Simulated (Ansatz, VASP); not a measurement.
## Two plane-wave programs on Sr

```
Sr
1.0
    -4.17522    4.17522    3.55162
     4.17522   -4.17522    3.55162
     4.17522    4.17522   -3.55162
Sr
4
Direct
  0.81557 0.68443 0.50000
  0.18443 0.31557 0.50000
  0.31557 0.81557 0.13115
  0.68443 0.18443 0.86885
```

Alike in both runs: task single point; functional PBE; k mesh 8 × 8 × 8; occupations gaussian, width 0.1 eV; no spin polarisation.

|  | VASP | Ansatz |
| --- | --- | --- |
| version | VASP 6.6.1 | Ansatz 0.2.0 |
| potentials or method | VASP PAW PBE potentials, release 64 (Sr_sv), cutoff 520 eV | scalar-relativistic, plane waves, PAW |
| valence electrons in the cell | 40 | 40 |

```tsv
	VASP	Ansatz	Ansatz less VASP
gap on the k mesh at the Fermi level (eV)	none	none	-
pressure (GPa)	-0.5	-0.5	0.00
traceless stress, the component that is largest in VASP (GPa)	1.32	1.32	-0.004
rms of the force components (eV/Å)	0.246	0.246	-0.0002
```

Atom by atom the forces differ by 0.000 eV/Å (rms over components). A gap of «none» marks a metal or a gap that the smearing closes.
